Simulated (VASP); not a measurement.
# Cs2Bi (a cell with a defect) in VASP: notebook, part 2 of 2

VASP 6.6.1. Earlier steps stand in the parts before.

## Step 4: Single point, PBEsol

Input file INCAR:

```
SYSTEM = Cs2Bi
ALGO     = Normal         ! electronic algorithm
EDIFF    = 1E-6           ! SCF threshold, eV
ENCUT    = 520            ! plane-wave cutoff, eV
GGA      = PS             ! functional
ISIF     = 2              ! what is computed and relaxed
ISMEAR   = -1             ! smearing method
LASPH    = .True.         ! aspherical terms in the spheres
LCHARG   = .True.         ! write CHGCAR
LELF     = .True.         ! ELF
LREAL    = .False.        ! projectors in reciprocal space
LVHAR    = .True.       
LWAVE    = .False.        ! write WAVECAR
NBANDS   = 60             ! bands
NELM     = 100            ! most SCF steps
PREC     = Accurate       ! precision mode
SIGMA    = 0.05           ! smearing width, eV
```

Input file KPOINTS:

```
k-points
0
Gamma
  2 2 2
  0 0 0
```

Input file POSCAR:

```
Cs2Bi
1.0
    5.0289594100      5.1500676100      0.0000000000
    5.0289594100     -5.1500676100      0.0000000000
    2.6563165200      0.0000000000     -9.7701234300
Bi Cs
3 6
Direct
    0.8947330648      0.3121511985      0.8400693255
    0.6907948262      0.1143730731      0.6687366896
    0.2444284166      0.8367697665      0.2882710766
    0.7423902252      0.6558129152      0.5237098627
    0.3502493002      0.2658216707      0.9822903537
    0.2381725668      0.3164433839      0.4725803142
    0.6967906604      0.7744061463      0.0257488047
    0.1677841990      0.8383014157      0.7292106442
    0.8131605648      0.1626069695      0.2582454580
```

Potentials or basis: VASP PAW PBE potentials, release 64 (Bi_d, Cs_sv).

Started as:

```console
cat potpaw_PBE.64/Bi_d/POTCAR potpaw_PBE.64/Cs_sv/POTCAR > POTCAR
mpirun -np 1 vasp_std > vasp.out
```

OUTCAR:

```text
SYSTEM = Cs2Bi
   EDIFF = 1E-6
   ENCUT = 520
   GGA = PS
   ISIF = 2
   ISMEAR = -1
   LASPH = .True.
   LREAL = .False.
   NELM = 100
   PREC = Accurate

 ion  position               nearest neighbor table
   1  0.895  0.312  0.840-   2 2.99
   2  0.691  0.114  0.669-   1 2.99
   3  0.244  0.837  0.288-
   4  0.742  0.656  0.524-
   5  0.350  0.266  0.982-
   6  0.238  0.316  0.473-
   7  0.697  0.774  0.026-
   8  0.168  0.838  0.729-
   9  0.813  0.163  0.258-

  LATTYP: Found a base centered monoclinic cell.
 ALAT       =    10.0579188200
 B/A-ratio  =     1.0240821590
 C/A-ratio  =     1.0066483977
 COS(beta)  =    -0.2623577457

  Lattice vectors:

 A1 = (  -5.0289594100,  -5.1500676100,   0.0000000000)
 A2 = (  -5.0289594100,   5.1500676100,   0.0000000000)
 A3 = (   2.6563165200,   0.0000000000,  -9.7701234300)

Analysis of symmetry for initial positions (statically):
=====================================================================
 Subroutine PRICEL returns:
 Original cell was already a primitive cell.

 Routine SETGRP: Setting up the symmetry group for a
 base centered monoclinic supercell.

 Subroutine GETGRP returns: Found  1 space group operations
 (whereof  1 operations were pure point group operations)
 out of a pool of  4 trial point group operations.

The static configuration has the point symmetry C_1 .

Analysis of symmetry for dynamics (positions and initial velocities):
=====================================================================
 Subroutine PRICEL returns:
 Original cell was already a primitive cell.

 Routine SETGRP: Setting up the symmetry group for a
 base centered monoclinic supercell.

 Subroutine GETGRP returns: Found  1 space group operations
 (whereof  1 operations were pure point group operations)
 out of a pool of  4 trial point group operations.

The dynamic configuration has the point symmetry C_1 .
[... 119 lines left out ...]
  Thomas-Fermi vector in A             =   2.078709
   LORBIT       =      0    0 simple, 1 ext, 2 COOP (PROOUT), +10 PAW based schemes
   GGA     = PS    functional components
   LHFCALC =     F    Hartree Fock is set to
   AEXX    =    0.0000 exact exchange contribution
   IVDW    =     0    specifies the selected vdW correction
   LEPSILON=     F    determine dielectric tensor
   LRPA    =     F    only Hartree local field effects (RPA)
 non-spin polarized calculation
  energy-cutoff  :      520.00
  volume of cell :      506.08
 maximum number of plane-waves:     13694
 NGX is ok and might be reduce to    54
   NGX = 27   NGY = 27   NGZ = 37

 number of electron      99.0000005 magnetization

 Free energy of the ion-electron system (eV)
  ---------------------------------------------------
  ext. energy  EPLUGINS =         0.00000000
  ---------------------------------------------------
  free energy    TOTEN  =       -21.58507043 eV

  energy without entropy =      -21.49104678  energy(sigma->0) =      -21.53805861

 E-fermi :   1.9636     XC(G=0):  -7.5244

 val. band max:        1.9595553002   @ k =   0.5000   0.0000   0.5000
 cond. band min:       1.9643418434   @ k =   0.0000   0.5000   0.5000
 fundamental gap:      0.0047865432
 Fermi energy:         1.9635905242

 k-point     1 :       0.0000    0.0000    0.0000
  band No.  band energies     occupation
      1     -20.9481      2.00000
      2     -20.8384      2.00000
      3     -20.7322      2.00000
      4     -20.5462      2.00000
      5     -20.5186      2.00000
      6     -20.4921      2.00000
[... 493 lines left out ...]
     59       4.9243      0.00000
     60       5.0281      0.00000

------------------------ aborting loop because EDIFF is reached ----------------------------------------

  FORCE on cell =-STRESS in cart. coord.  units (eV):
  Direction    XX          YY          ZZ          XY          YZ          ZX
  --------------------------------------------------------------------------------------
  -------------------------------------------------------------------------------------
  Total       -1.7462215     -1.4357026     -1.7272866     -0.4315315     -0.2187343      0.7470769
  in kB       -5.5282643     -4.5452099     -5.4683195     -1.3661613     -0.6924787      2.3651287
  external PRESSURE =      -5.1805979 kB  Pullay stress =       0.0000000 kB

 VOLUME and BASIS-vectors are now :
 -----------------------------------------------------------------------------
  energy-cutoff  :      520.00
  volume of cell :      506.08
      direct lattice vectors                 reciprocal lattice vectors
     5.028959410  5.150067610  0.000000000     0.099424147  0.097086104  0.027031593
     5.028959410 -5.150067610  0.000000000     0.099424147 -0.097086104  0.027031593
     2.656316520  0.000000000 -9.770123430     0.000000000  0.000000000 -0.102352852

 POSITION                                       TOTAL-FORCE (eV/Angst)
 -----------------------------------------------------------------------------------
      8.30086      3.00034     -8.20758        -0.012903      0.006391      0.016906
      5.82553      2.96861     -6.53364        -0.002946     -0.008190     -0.016680
      6.20304     -3.05060     -2.81644         0.089880      0.001370     -0.048284
      8.42265      0.44588     -5.11671        -0.009878     -0.002325     -0.014491
      5.70747      0.43481     -9.59710        -0.017646     -0.000111      0.014145
      4.04446     -0.40310     -4.61717         0.000014     -0.005422     -0.016912
      7.46699     -0.39972     -0.25157        -0.000898      0.001164      0.024288
      6.99658     -3.45321     -7.12448        -0.012591      0.008698      0.055171
      5.59308      3.35039     -2.52309        -0.033031     -0.001576     -0.014142
 -----------------------------------------------------------------------------------
    total drift:                               -0.000505     -0.000088     -0.000927

  FREE ENERGIE OF THE ION-ELECTRON SYSTEM (eV)
  ---------------------------------------------------
  free  energy   TOTEN  =       -21.5850704320 eV

  energy  without entropy=      -21.4910467785  energy(sigma->0) =      -21.53805861
```

OSZICAR:

```text
N       E                     dE             d eps       ncg     rms          rms(c)
DAV:   1     0.972981583631E+03    0.97298E+03   -0.42757E+04  1016   0.145E+03
DAV:   2     0.100600757909E+03   -0.87238E+03   -0.85166E+03  1160   0.345E+02
DAV:   3    -0.183198986063E+02   -0.11892E+03   -0.11826E+03  1104   0.150E+02
DAV:   4    -0.235664820787E+02   -0.52466E+01   -0.52322E+01  1128   0.391E+01
DAV:   5    -0.237615002143E+02   -0.19502E+00   -0.19492E+00  1216   0.666E+00    0.412E+00
DAV:   6    -0.220484431551E+02    0.17131E+01   -0.32213E+00  1104   0.472E+00    0.235E+00
DAV:   7    -0.217216570128E+02    0.32679E+00   -0.15202E+00  1208   0.546E+00    0.141E+00
DAV:   8    -0.215762091365E+02    0.14545E+00   -0.59020E-01  1092   0.252E+00    0.801E-01
DAV:   9    -0.215893805068E+02   -0.13171E-01   -0.16083E-01  1224   0.156E+00    0.500E-01
DAV:  10    -0.215850708484E+02    0.43097E-02   -0.51294E-02  1160   0.655E-01    0.163E-01
DAV:  11    -0.215845603502E+02    0.51050E-03   -0.10968E-02  1112   0.356E-01    0.784E-02
DAV:  12    -0.215848806619E+02   -0.32031E-03   -0.13914E-03  1144   0.156E-01    0.304E-02
DAV:  13    -0.215850309480E+02   -0.15029E-03   -0.27807E-04  1096   0.614E-02    0.219E-02
DAV:  14    -0.215850672103E+02   -0.36262E-04   -0.14250E-04  1024   0.371E-02    0.510E-03
DAV:  15    -0.215850700701E+02   -0.28598E-05   -0.14771E-05  1192   0.165E-02    0.326E-03
DAV:  16    -0.215850704320E+02   -0.36188E-06   -0.21656E-06   728   0.620E-03
   1 F= -.21585070E+02 E0= -.21538059E+02  d E =-.940237E-01
```

Run time: 4.8 min. Hardware: 1 thread of Intel Xeon Platinum 8488C (Sapphire Rapids), shared host; peak memory 0.61 GiB.

What came out:

| Property | Result |
| --- | --- |
| Free energy | -21.5851 eV |
| Pressure | -0.5 GPa |
| Largest force | 0.102 eV/Å |

Forces on the atoms (eV/Å):
```
Bi  -0.013  0.006  0.017
Bi  -0.003 -0.008 -0.017
Bi   0.090  0.001 -0.048
Cs  -0.010 -0.002 -0.014
Cs  -0.018  0.000  0.014
Cs   0.000 -0.005 -0.017
Cs  -0.001  0.001  0.024
Cs  -0.013  0.009  0.055
Cs  -0.033 -0.002 -0.014
```

Caveat: the k points lie up to 0.44 Å⁻¹ apart; the PAW data sets were made with another functional, which shifts forces and pressure a little; spin-orbit coupling is left out, which moves the levels of the heavy elements.

## Step 5: Single point, PBEsol

Input file INCAR:

```
  ALGO = Normal
  EDIFF = 1E-7
  ENCUT = 520
  GGA = PS
  ISIF = 2
  ISMEAR = -1
  LASPH = T
  LCHARG = F
  LREAL = F
  LWAVE = F
  NBANDS = 60
  NELM = 100
  PREC = Accurate
  SIGMA = 0.05
```

Input file KPOINTS:

```
k-points
0
Gamma
  2 2 2
```

Input file POSCAR:

```
Cs2Bi
1.0
    5.0289594100      5.1500676100      0.0000000000
    5.0289594100     -5.1500676100      0.0000000000
    2.6563165200      0.0000000000     -9.7701234300
Bi Cs
3 6
Direct
    0.8933746737      0.3076293538      0.8471533711
    0.6862177823      0.1250166062      0.6693242974
    0.2982867131      0.8706232771      0.3178269980
    0.7501578974      0.6613916841      0.5316186676
    0.3471596506      0.2548946483      0.9853379099
    0.2427819386      0.3381995209      0.4815562499
    0.6877033653      0.7742150451      0.0159734932
    0.1679581044      0.8457340608      0.7180801809
    0.8114235962      0.1468979513      0.2659829242
```

Potentials or basis: VASP PAW PBE potentials, release 64 (Bi_d, Cs_sv).

Started as:

```console
cat potpaw_PBE.64/Bi_d/POTCAR potpaw_PBE.64/Cs_sv/POTCAR > POTCAR
mpirun -np 1 vasp_std > vasp.out
```

OUTCAR:

```text
EDIFF = 1E-7
   ENCUT = 520
   GGA = PS
   ISIF = 2
   ISMEAR = -1
   LASPH = T
   LREAL = F
   NELM = 100
   PREC = Accurate

 ion  position               nearest neighbor table
   1  0.893  0.308  0.847-   2 2.99
   2  0.686  0.125  0.669-   1 2.99
   3  0.298  0.871  0.318-
   4  0.750  0.661  0.532-
   5  0.347  0.255  0.985-
   6  0.243  0.338  0.482-
   7  0.688  0.774  0.016-
   8  0.168  0.846  0.718-
   9  0.811  0.147  0.266-

  LATTYP: Found a base centered monoclinic cell.
 ALAT       =    10.0579188200
 B/A-ratio  =     1.0240821590
 C/A-ratio  =     1.0066483977
 COS(beta)  =    -0.2623577457

  Lattice vectors:

 A1 = (  -5.0289594100,  -5.1500676100,   0.0000000000)
 A2 = (  -5.0289594100,   5.1500676100,   0.0000000000)
 A3 = (   2.6563165200,   0.0000000000,  -9.7701234300)

Analysis of symmetry for initial positions (statically):
=====================================================================
 Subroutine PRICEL returns:
 Original cell was already a primitive cell.

 Routine SETGRP: Setting up the symmetry group for a
 base centered monoclinic supercell.

 Subroutine GETGRP returns: Found  1 space group operations
 (whereof  1 operations were pure point group operations)
 out of a pool of  4 trial point group operations.

The static configuration has the point symmetry C_1 .

Analysis of symmetry for dynamics (positions and initial velocities):
=====================================================================
 Subroutine PRICEL returns:
 Original cell was already a primitive cell.

 Routine SETGRP: Setting up the symmetry group for a
 base centered monoclinic supercell.
[... 121 lines left out ...]
     AMIX     =   0.40;   BMIX     =  1.00
     AMIX_MAG =   1.60;   BMIX_MAG =  1.00
  volume/ion in A,a.u.               =      56.23       379.47
  Fermi-wavevector in a.u.,A,eV,Ry     =   0.950341  1.795884 12.288078  0.903148
  Thomas-Fermi vector in A             =   2.078709
   LORBIT       =      0    0 simple, 1 ext, 2 COOP (PROOUT), +10 PAW based schemes
   GGA     = PS    functional components
   LHFCALC =     F    Hartree Fock is set to
   AEXX    =    0.0000 exact exchange contribution
   IVDW    =     0    specifies the selected vdW correction
   LEPSILON=     F    determine dielectric tensor
   LRPA    =     F    only Hartree local field effects (RPA)
 non-spin polarized calculation
  energy-cutoff  :      520.00
  volume of cell :      506.08
 maximum number of plane-waves:     13694
 NGX is ok and might be reduce to    54
   NGX = 27   NGY = 27   NGZ = 37

 number of electron      99.0000002 magnetization

 Free energy of the ion-electron system (eV)
  ---------------------------------------------------
  ext. energy  EPLUGINS =         0.00000000
  ---------------------------------------------------
  free energy    TOTEN  =       -21.63613986 eV

  energy without entropy =      -21.53397020  energy(sigma->0) =      -21.58505503

 E-fermi :   1.9727     XC(G=0):  -7.4930

 val. band max:        1.9721531279   @ k =   0.5000   0.0000  -0.0000
 cond. band min:       2.4209546144   @ k =   0.0000   0.0000   0.0000
 fundamental gap:      0.4488014865
 Fermi energy:         1.9727359734

 k-point     1 :       0.0000    0.0000    0.0000
  band No.  band energies     occupation
      1     -20.8224      2.00000
      2     -20.7648      2.00000
      3     -20.7042      2.00000
      4     -20.5513      2.00000
      5     -20.5174      2.00000
      6     -20.4351      2.00000
[... 493 lines left out ...]
     59       4.9129      0.00000
     60       4.9455      0.00000

------------------------ aborting loop because EDIFF is reached ----------------------------------------

  FORCE on cell =-STRESS in cart. coord.  units (eV):
  Direction    XX          YY          ZZ          XY          YZ          ZX
  --------------------------------------------------------------------------------------
  -------------------------------------------------------------------------------------
  Total       -0.9140578     -1.1434164     -1.0284299     -0.6325196     -0.2124042      0.1664088
  in kB       -2.8937641     -3.6198776     -3.2558483     -2.0024582     -0.6724384      0.5268243
  external PRESSURE =      -3.2564967 kB  Pullay stress =       0.0000000 kB

 VOLUME and BASIS-vectors are now :
 -----------------------------------------------------------------------------
  energy-cutoff  :      520.00
  volume of cell :      506.08
      direct lattice vectors                 reciprocal lattice vectors
     5.028959410  5.150067610  0.000000000     0.099424147  0.097086104  0.027031593
     5.028959410 -5.150067610  0.000000000     0.099424147 -0.097086104  0.027031593
     2.656316520  0.000000000 -9.770123430     0.000000000  0.000000000 -0.102352852

 POSITION                                       TOTAL-FORCE (eV/Angst)
 -----------------------------------------------------------------------------------
      8.29011      3.01663     -8.27679         0.003593     -0.002047     -0.000833
      5.85760      2.89022     -6.53938        -0.000735      0.000082     -0.000613
      6.72265     -2.94757     -3.10521        -0.004410      0.002561      0.001473
      8.51077      0.45715     -5.19398        -0.002992     -0.000048      0.003095
      5.64508      0.47517     -9.62687         0.000782     -0.004496     -0.001731
      4.20090     -0.49141     -4.70486         0.003690     -0.004368      0.004234
      7.39436     -0.44554     -0.15606        -0.002303      0.006410     -0.002187
      7.00527     -3.49059     -7.01573        -0.000242      0.006688     -0.004881
      5.52589      3.42235     -2.59869         0.002618     -0.004781      0.001443
 -----------------------------------------------------------------------------------
    total drift:                                0.000574      0.001307      0.000576

  FREE ENERGIE OF THE ION-ELECTRON SYSTEM (eV)
  ---------------------------------------------------
  free  energy   TOTEN  =       -21.6361398568 eV

  energy  without entropy=      -21.5339701952  energy(sigma->0) =      -21.58505503
```

Wall time 5.5 min (1 thread of Intel Xeon Platinum 8488C (Sapphire Rapids), shared host); peak memory 0.61 GiB.

Results:

| Property | Result |
| --- | --- |
| Free energy | -21.6361 eV |
| Pressure | -0.3 GPa |
| Largest force | 0.008 eV/Å |

Forces in eV/Å, atoms in the order of the input:
```
Bi   0.004 -0.002 -0.001
Bi  -0.001  0.000 -0.001
Bi  -0.004  0.003  0.001
Cs  -0.003  0.000  0.003
Cs   0.001 -0.004 -0.002
Cs   0.004 -0.004  0.004
Cs  -0.002  0.006 -0.002
Cs   0.000  0.007 -0.005
Cs   0.003 -0.005  0.001
```

Caveat: the k points lie up to 0.44 Å⁻¹ apart; the PAW data sets were made with another functional, which shifts forces and pressure a little; spin-orbit coupling is left out, which moves the levels of the heavy elements.
